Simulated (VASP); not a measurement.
# MgI2 (P-3m1) in VASP: a series of runs

The runs below take MgI2 through single point, with r2SCAN.

Everything below comes from runs of VASP 6.6.1. Logs are shortened: lines on timing, memory, paths and dates and some standing lists are left out, and cuts for length are marked.

## 1. The cell of the first run

It takes space group P-3m1 (No. 164, trigonal). Conventional cell: a = 4.140 Å, b = 4.140 Å, c = 6.880 Å, α = 90.00°, β = 90.00°, γ = 120.00°. Mg (site symmetry -3m) has 6 I at 2.94 Å within 3.9 Å. I (site symmetry 3m) has 3 Mg at 2.94 Å within 3.9 Å.

## 2. Single point, r2SCAN

Input file POSCAR:

```
MgI2
1.0
    4.1400000000      0.0000000000      0.0000000000
   -2.0700000000      3.5853500000      0.0000000000
    0.0000000000      0.0000000000      6.8800000000
Mg I
1 2
Direct
    0.0000000000      0.0000000000      0.0000000000
    0.3333333333      0.6666666667      0.2500000000
    0.6666666667      0.3333333333      0.7500000000
```

Input file INCAR.step1:

```
SYSTEM = MgI2
ALGO = Normal
EDIFF = 1E-5
ENCUT = 660
GGA = PE
GGA_COMPAT = .False.
ISMEAR = 0
LASPH = .True.
LCHARG = .False.
LREAL = .False.
LWAVE = .True.
NBANDS = 15
NELM = 120
PREC = Accurate
SIGMA = 0.01
```

Input file INCAR.step2:

```
SYSTEM = MgI2
ALGO = Normal
EDIFF = 1E-6
ENCUT = 660
GGA_COMPAT = .False.
ISIF = 2
ISMEAR = 0
ISTART = 1
LASPH = .True.
LCHARG = .False.
LMIXTAU = .True.
LREAL = .False.
LWAVE = .False.
METAGGA = R2SCAN
NBANDS = 15
NELM = 120
PREC = Accurate
SIGMA = 0.01
```

Input file KPOINTS:

```
k-points
0
Gamma
  5 5 3
  0 0 0
```

Potentials or basis: VASP PAW PBE potentials, release 64 (Mg, I).

The run is started by

```sh
cat potpaw_PBE.64/Mg/POTCAR potpaw_PBE.64/I/POTCAR > POTCAR
cp INCAR.step1 INCAR
mpirun -np 1 vasp_std > vasp.out
cp INCAR.step2 INCAR
mpirun -np 1 vasp_std > vasp.out
```

OUTCAR:

```text
SYSTEM = MgI2
   EDIFF = 1E-6
   ENCUT = 660
   ISIF = 2
   ISMEAR = 0
   ISTART = 1
   LASPH = .True.
   LREAL = .False.
   METAGGA = R2SCAN
   NELM = 120
   PREC = Accurate

 ion  position               nearest neighbor table
   1  0.000  0.000  0.000-   2 2.94   3 2.94   3 2.94   2 2.94   3 2.94   2 2.94
   2  0.333  0.667  0.250-   1 2.94   1 2.94   1 2.94
   3  0.667  0.333  0.750-   1 2.94   1 2.94   1 2.94

  LATTYP: Found a hexagonal cell.
 ALAT       =     4.1400000000
 C/A-ratio  =     1.6618357488

  Lattice vectors:

 A1 = (   4.1400000000,   0.0000000000,   0.0000000000)
 A2 = (  -2.0700000000,   3.5853500000,   0.0000000000)
 A3 = (   0.0000000000,   0.0000000000,   6.8800000000)

Analysis of symmetry for initial positions (statically):
=====================================================================
 Subroutine PRICEL returns:
 Original cell was already a primitive cell.

 Routine SETGRP: Setting up the symmetry group for a
 hexagonal supercell.

 Subroutine GETGRP returns: Found 12 space group operations
 (whereof 12 operations were pure point group operations)
 out of a pool of 24 trial point group operations.

The static configuration has the point symmetry D_3d.

Analysis of symmetry for dynamics (positions and initial velocities):
=====================================================================
 Subroutine PRICEL returns:
 Original cell was already a primitive cell.

 Routine SETGRP: Setting up the symmetry group for a
 hexagonal supercell.

 Subroutine GETGRP returns: Found 12 space group operations
 (whereof 12 operations were pure point group operations)
 out of a pool of 24 trial point group operations.

The dynamic configuration has the point symmetry D_3d.

 Subroutine INISYM returns: Found 12 space group operations
 (whereof 12 operations are pure point group operations),
 and found     1 'primitive' translations

----------------------------------------------------------------------------------------

                                     Primitive cell

  volume of cell :     102.1222

  direct lattice vectors                    reciprocal lattice vectors
     4.140000000  0.000000000  0.000000000     0.241545894  0.139456399  0.000000000
    -2.070000000  3.585350000  0.000000000     0.000000000  0.278912798  0.000000000
     0.000000000  0.000000000  6.880000000     0.000000000  0.000000000  0.145348837

[... 82 lines left out ...]
   PSTRESS=    0.0 pullay stress
   NELECT =      16.0000    total number of electrons
   NUPDOWN=      -1.0000    fix difference up-down
   EMIN   =  10.00;   EMAX   =-10.00  energy-range for DOS
   EFERMI =   0.00;   METHOD = LEGACY
   ISMEAR =     0;   SIGMA  =   0.01  broadening in eV -4-tet -1-fermi 0-gaus
   EFERMI_NEDOS =   21; number of points for ismear=-14 and -15
   IALGO  =     38    algorithm
   IMIX   =      4    mixing-type and parameters
     AMIX     =   0.40;   BMIX     =  1.00
     AMIX_MAG =   1.60;   BMIX_MAG =  1.00
  volume/ion in A,a.u.               =      34.04       229.72
  Fermi-wavevector in a.u.,A,eV,Ry     =   0.882554  1.667786 10.597604  0.778902
  Thomas-Fermi vector in A             =   2.003201
   LORBIT       =      0    0 simple, 1 ext, 2 COOP (PROOUT), +10 PAW based schemes
   METAGGA = R2SCAN    functional components
   LHFCALC =     F    Hartree Fock is set to
   AEXX    =    0.0000 exact exchange contribution
   IVDW    =     0    specifies the selected vdW correction
   LEPSILON=     F    determine dielectric tensor
   LRPA    =     F    only Hartree local field effects (RPA)
 non-spin polarized calculation
 Gauss-broadening in eV      SIGMA  =   0.01
  energy-cutoff  :      660.00
  volume of cell :      102.12
 maximum number of plane-waves:      3971
 NGX is ok and might be reduce to    36
   NGX = 17   NGY = 17   NGZ = 29

 number of electron      16.0000001 magnetization

 Free energy of the ion-electron system (eV)
  ---------------------------------------------------
  ext. energy  EPLUGINS =         0.00000000
  ---------------------------------------------------
  free energy    TOTEN  =       -56.90424351 eV

  energy without entropy =      -56.90424351  energy(sigma->0) =      -56.90424351

 E-fermi :   2.1532     XC(G=0):  -8.6145

 val. band max:        2.0635929696   @ k =   0.0000   0.0000   0.0000
 cond. band min:       6.1758500803   @ k =   0.0000   0.4000   0.3333
 fundamental gap:      4.1122571107
 Fermi energy:         2.1531718123

 k-point     1 :       0.0000    0.0000    0.0000
  band No.  band energies     occupation
      1     -10.3390      2.00000
      2      -9.6179      2.00000
      3      -1.5538      2.00000
      4       1.6807      2.00000
      5       1.6807      2.00000
      6       2.0462      2.00000
      7       2.0636      2.00000
      8       2.0636      2.00000
      9       6.5003      0.00000
     10       7.5825      0.00000
     11       9.4706      0.00000
     12       9.4706      0.00000
     13      10.1111      0.00000
     14      10.9249      0.00000
[... 185 lines left out ...]
      2      -9.3917      2.00000
      3      -1.3265      2.00000
      4      -0.8451      2.00000
      5      -0.1265      2.00000
      6       0.3578      2.00000
      7       1.1508      2.00000
      8       1.4594      2.00000
      9       6.8314      0.00000
     10       8.4779      0.00000
     11       8.7773      0.00000
     12       9.4174      0.00000
     13       9.9500      0.00000
     14      11.2445      0.00000
     15      12.5397      0.00000

------------------------ aborting loop because EDIFF is reached ----------------------------------------

  FORCE on cell =-STRESS in cart. coord.  units (eV):
  Direction    XX          YY          ZZ          XY          YZ          ZX
  --------------------------------------------------------------------------------------
  -------------------------------------------------------------------------------------
  Total        0.2174204      0.2174209     -0.3152906      0.0000000      0.0000000      0.0000000
  in kB        3.4110686      3.4110778     -4.9465368      0.0000000      0.0000000      0.0000000
  external PRESSURE =       0.6252032 kB  Pullay stress =       0.0000000 kB

 VOLUME and BASIS-vectors are now :
 -----------------------------------------------------------------------------
  energy-cutoff  :      660.00
  volume of cell :      102.12
      direct lattice vectors                 reciprocal lattice vectors
     4.140000000  0.000000000  0.000000000     0.241545894  0.139456399  0.000000000
    -2.070000000  3.585350000  0.000000000     0.000000000  0.278912798  0.000000000
     0.000000000  0.000000000  6.880000000     0.000000000  0.000000000  0.145348837

 POSITION                                       TOTAL-FORCE (eV/Angst)
 -----------------------------------------------------------------------------------
      0.00000      0.00000      0.00000         0.000000      0.000000      0.000000
     -0.00000      2.39023      1.72000        -0.000000     -0.000000     -0.319743
      2.07000      1.19512      5.16000         0.000000     -0.000000      0.319743
 -----------------------------------------------------------------------------------
    total drift:                               -0.000000      0.000000      0.000000

  FREE ENERGIE OF THE ION-ELECTRON SYSTEM (eV)
  ---------------------------------------------------
  free  energy   TOTEN  =       -56.9042435142 eV

  energy  without entropy=      -56.9042435142  energy(sigma->0) =      -56.90424351
```

Wall time 5.3 min (1 thread of AMD EPYC 7R13, shared host); peak memory 0.26 GiB.

Results:

```yaml
Free_energy: -56.9042 eV
Pressure: 0.1 GPa
Largest_force: 0.320 eV/Å
Band_gap_on_the_k_mesh: 4.11 eV (least direct gap 4.44 eV)
```

Forces on the atoms (eV/Å):
```
Mg   0.000  0.000  0.000
I    0.000  0.000 -0.320
I    0.000  0.000  0.320
```

Caveat: the PAW data sets were made with another functional, which shifts forces and pressure a little; spin-orbit coupling is left out, which moves the levels of the heavy elements. A k mesh can miss the band edges.

## 3. Single point, r2SCAN

This run uses another cell than the first one, of 34.89 Å³/atom.

Input file POSCAR:

```
MgI2
1.0
    4.1742164277      0.0000000000      0.0000000000
   -2.0871082139      3.6149823355      0.0000000000
    0.0000000000      0.0000000000      6.9368620828
Mg I
1 2
Direct
    0.0000000000      0.0000000000      0.0000000000
    0.3333333333      0.6666666667      0.2500000000
    0.6666666667      0.3333333333      0.7500000000
```

Input file INCAR.step1:

```
PREC = Accurate ; ENCUT = 660
ISMEAR = 0 ; SIGMA = 0.01
LREAL = F ; LASPH = T
NELM = 120 ; NBANDS = 15
GGA = PE ; ALGO = Normal
EDIFF = 1E-5 ; LWAVE = T
LCHARG = F ; GGA_COMPAT = F
```

Input file INCAR.step2:

```
PREC = Accurate ; ENCUT = 660
EDIFF = 1E-6 ; ISMEAR = 0
SIGMA = 0.01 ; LREAL = F
LASPH = T ; NELM = 120
ALGO = Normal ; ISIF = 2
LWAVE = F ; LCHARG = F
METAGGA = R2SCAN ; LMIXTAU = T
NBANDS = 15 ; ISTART = 1
GGA_COMPAT = F
```

Input file KPOINTS:

```
Automatic mesh
0
Gamma
  5 5 3
```

Potentials or basis: VASP PAW PBE potentials, release 64 (Mg, I).

The run is started by

```sh
cat potpaw_PBE.64/Mg/POTCAR potpaw_PBE.64/I/POTCAR > POTCAR
cp INCAR.step1 INCAR
mpirun -np 1 vasp_std > vasp.out
cp INCAR.step2 INCAR
mpirun -np 1 vasp_std > vasp.out
```

OUTCAR:

```text
PREC = Accurate
   ENCUT = 660
   EDIFF = 1E-6
   ISMEAR = 0
   LREAL = F
   LASPH = T
   NELM = 120
   ISIF = 2
   METAGGA = R2SCAN
   ISTART = 1

 ion  position               nearest neighbor table
   1  0.000  0.000  0.000-   2 2.97   3 2.97   3 2.97   2 2.97   3 2.97   2 2.97
   2  0.333  0.667  0.250-   1 2.97   1 2.97   1 2.97
   3  0.667  0.333  0.750-   1 2.97   1 2.97   1 2.97

  LATTYP: Found a hexagonal cell.
 ALAT       =     4.1742164277
 C/A-ratio  =     1.6618357488

  Lattice vectors:

 A1 = (   4.1742164277,   0.0000000000,   0.0000000000)
 A2 = (  -2.0871082139,   3.6149823355,   0.0000000000)
 A3 = (   0.0000000000,   0.0000000000,   6.9368620828)

Analysis of symmetry for initial positions (statically):
=====================================================================
 Subroutine PRICEL returns:
 Original cell was already a primitive cell.

 Routine SETGRP: Setting up the symmetry group for a
 hexagonal supercell.

 Subroutine GETGRP returns: Found 12 space group operations
 (whereof 12 operations were pure point group operations)
 out of a pool of 24 trial point group operations.

The static configuration has the point symmetry D_3d.

Analysis of symmetry for dynamics (positions and initial velocities):
=====================================================================
 Subroutine PRICEL returns:
 Original cell was already a primitive cell.

 Routine SETGRP: Setting up the symmetry group for a
 hexagonal supercell.

 Subroutine GETGRP returns: Found 12 space group operations
 (whereof 12 operations were pure point group operations)
 out of a pool of 24 trial point group operations.

The dynamic configuration has the point symmetry D_3d.

 Subroutine INISYM returns: Found 12 space group operations
 (whereof 12 operations are pure point group operations),
 and found     1 'primitive' translations

----------------------------------------------------------------------------------------

                                     Primitive cell

  volume of cell :     104.6753

  direct lattice vectors                    reciprocal lattice vectors
     4.174216428  0.000000000  0.000000000     0.239565920  0.138313262  0.000000000
    -2.087108214  3.614982336  0.000000000     0.000000000  0.276626525  0.000000000
     0.000000000  0.000000000  6.936862083     0.000000000  0.000000000  0.144157400

  length of vectors
     4.174216428  4.174220644  6.936862083     0.276626804  0.276626525  0.144157400

  position of ions in fractional coordinates (direct lattice)
     0.000000000  0.000000000  0.000000000
     0.333333333  0.666666667  0.250000000
     0.666666667  0.333333333  0.750000000

  ion indices of the primitive-cell ions
   primitive index   ion index
                 1           1
                 2           2
                 3           3

----------------------------------------------------------------------------------------

 KPOINTS: Automatic mesh

Automatic generation of k-mesh.
 Grid dimensions read from file:
 generate k-points for:    5    5    3

[... 23 lines left out ...]
  0.200000  0.200000  0.000000      6.000000
  0.400000  0.200000  0.000000      6.000000
  0.000000  0.000000  0.333333      2.000000
  0.200000  0.000000  0.333333      6.000000
  0.000000  0.200000  0.333333      6.000000
  0.400000  0.000000  0.333333      6.000000
  0.000000  0.400000  0.333333      6.000000
  0.200000  0.200000  0.333333     12.000000
  0.400000  0.200000  0.333333     12.000000
   k-points           NKPTS =     12   k-points in BZ     NKDIM =     12   number of bands    NBANDS=     15
   number of dos      NEDOS =    301   number of ions     NIONS =      3
   total plane-waves  NPLWV =  77760
   dimension x,y,z NGX =    36 NGY =   36 NGZ =   60
   dimension x,y,z NGXF=    72 NGYF=   72 NGZF=  120
   ions per type =               1   2
   NGX,Y,Z   is equivalent  to a cutoff of  14.34, 14.34, 14.38 a.u.
   NGXF,Y,Z  is equivalent  to a cutoff of  28.68, 28.68, 28.76 a.u.
 SYSTEM =  unknown system
   PREC   = accura    normal or accurate (medium, high low for compatibility)
   ISTART =      1    job   : 0-new  1-cont  2-samecut
   ICHARG =      0    charge: 1-file 2-atom 10-const
   ISPIN  =      1    spin polarized calculation?
   LNONCOLLINEAR =      F non collinear calculations
   LSORBIT =      F    spin-orbit coupling
   LASPH  =      T    aspherical Exc in radial PAW
   ENCUT  =  660.0 eV  48.51 Ry    6.96 a.u.   8.74  8.74 14.53*2*pi/ulx,y,z
   NELM   =    120;   NELMIN=  2; NELMDL=  0     # of ELM steps
   EDIFF  = 0.1E-05   stopping-criterion for ELM
   LREAL  =      F    real-space projection
[... 7 lines left out ...]
   TEBEG  =    0.0;   TEEND  =   0.0 temperature during run
   PSTRESS=    0.0 pullay stress
   NELECT =      16.0000    total number of electrons
   NUPDOWN=      -1.0000    fix difference up-down
   EMIN   =  10.00;   EMAX   =-10.00  energy-range for DOS
   EFERMI =   0.00;   METHOD = LEGACY
   ISMEAR =     0;   SIGMA  =   0.01  broadening in eV -4-tet -1-fermi 0-gaus
   EFERMI_NEDOS =   21; number of points for ismear=-14 and -15
   IALGO  =     38    algorithm
   IMIX   =      4    mixing-type and parameters
     AMIX     =   0.40;   BMIX     =  1.00
     AMIX_MAG =   1.60;   BMIX_MAG =  1.00
  volume/ion in A,a.u.               =      34.89       235.46
  Fermi-wavevector in a.u.,A,eV,Ry     =   0.875320  1.654115 10.424577  0.766185
  Thomas-Fermi vector in A             =   1.994974
   LORBIT       =      0    0 simple, 1 ext, 2 COOP (PROOUT), +10 PAW based schemes
   METAGGA = R2SCAN    functional components
   LHFCALC =     F    Hartree Fock is set to
   AEXX    =    0.0000 exact exchange contribution
   IVDW    =     0    specifies the selected vdW correction
   LEPSILON=     F    determine dielectric tensor
   LRPA    =     F    only Hartree local field effects (RPA)
 non-spin polarized calculation
 Gauss-broadening in eV      SIGMA  =   0.01
  energy-cutoff  :      660.00
  volume of cell :      104.68
 maximum number of plane-waves:      4045
 NGX is ok and might be reduce to    36
   NGX = 17   NGY = 17   NGZ = 29

 number of electron      16.0000001 magnetization

 Free energy of the ion-electron system (eV)
  ---------------------------------------------------
  ext. energy  EPLUGINS =         0.00000000
  ---------------------------------------------------
  free energy    TOTEN  =       -56.89918609 eV

  energy without entropy =      -56.89918609  energy(sigma->0) =      -56.89918609

 E-fermi :   1.8925     XC(G=0):  -8.5083

 val. band max:        1.8315559808   @ k =   0.0000   0.0000   0.0000
 cond. band min:       5.9146273296   @ k =   0.0000   0.4000   0.3333
 fundamental gap:      4.0830713489
 Fermi energy:         1.8924850540

 k-point     1 :       0.0000    0.0000    0.0000
  band No.  band energies     occupation
      1     -10.4580      2.00000
      2      -9.7822      2.00000
      3      -1.6625      2.00000
      4       1.4687      2.00000
      5       1.4687      2.00000
      6       1.8140      2.00000
      7       1.8316      2.00000
      8       1.8316      2.00000
      9       6.1525      0.00000
     10       7.3399      0.00000
     11       9.2104      0.00000
     12       9.2104      0.00000
     13       9.9035      0.00000
     14      10.6979      0.00000
[... 185 lines left out ...]
      2      -9.5705      2.00000
      3      -1.4407      2.00000
      4      -0.9625      2.00000
      5      -0.2680      2.00000
      6       0.1972      2.00000
      7       0.9629      2.00000
      8       1.2570      2.00000
      9       6.5441      0.00000
     10       8.2245      0.00000
     11       8.5426      0.00000
     12       9.2046      0.00000
     13       9.6730      0.00000
     14      10.9882      0.00000
     15      12.2197      0.00000

------------------------ aborting loop because EDIFF is reached ----------------------------------------

  FORCE on cell =-STRESS in cart. coord.  units (eV):
  Direction    XX          YY          ZZ          XY          YZ          ZX
  --------------------------------------------------------------------------------------
  -------------------------------------------------------------------------------------
  Total       -0.2768104     -0.2768111     -0.7938735      0.0000000      0.0000000     -0.0000000
  in kB       -4.2369053     -4.2369167    -12.1511580      0.0000000      0.0000000     -0.0000000
  external PRESSURE =      -6.8749933 kB  Pullay stress =       0.0000000 kB

 VOLUME and BASIS-vectors are now :
 -----------------------------------------------------------------------------
  energy-cutoff  :      660.00
  volume of cell :      104.68
      direct lattice vectors                 reciprocal lattice vectors
     4.174216428  0.000000000  0.000000000     0.239565920  0.138313262  0.000000000
    -2.087108214  3.614982336  0.000000000     0.000000000  0.276626525  0.000000000
     0.000000000  0.000000000  6.936862083     0.000000000  0.000000000  0.144157400

 POSITION                                       TOTAL-FORCE (eV/Angst)
 -----------------------------------------------------------------------------------
      0.00000      0.00000      0.00000        -0.000000      0.000000      0.000000
     -0.00000      2.40999      1.73422         0.000000     -0.000000     -0.420130
      2.08711      1.20499      5.20265        -0.000000      0.000000      0.420130
 -----------------------------------------------------------------------------------
    total drift:                               -0.000000      0.000000      0.000000

  FREE ENERGIE OF THE ION-ELECTRON SYSTEM (eV)
  ---------------------------------------------------
  free  energy   TOTEN  =       -56.8991860902 eV

  energy  without entropy=      -56.8991860902  energy(sigma->0) =      -56.89918609
```

It took 4.7 min on 1 thread of AMD EPYC 7R13, shared host; peak memory 0.26 GiB.

What came out:

* Free energy: -56.8992 eV
* Pressure: -0.7 GPa
* Largest force: 0.420 eV/Å
* Band gap on the k mesh: 4.08 eV (least direct gap 4.32 eV)

Forces in eV/Å, atoms in the order of the input:
```
Mg   0.000  0.000  0.000
I    0.000  0.000 -0.420
I    0.000  0.000  0.420
```

Levels at points of the mesh, in eV from the valence-band top:
| k point | band 5 | band 6 | band 7 | band 8 | band 9 | band 10 | band 11 | band 12 |
| --- | --- | --- | --- | --- | --- | --- | --- | --- |
| (0.00, 0.00, 0.00) | -0.36 | -0.02 | 0.00 | 0.00 | 4.32 | 5.51 | 7.38 | 7.38 |

Caveat: the PAW data sets were made with another functional, which shifts forces and pressure a little; spin-orbit coupling is left out, which moves the levels of the heavy elements. A k mesh can miss the band edges.

(Continued in part 2 of 2.)
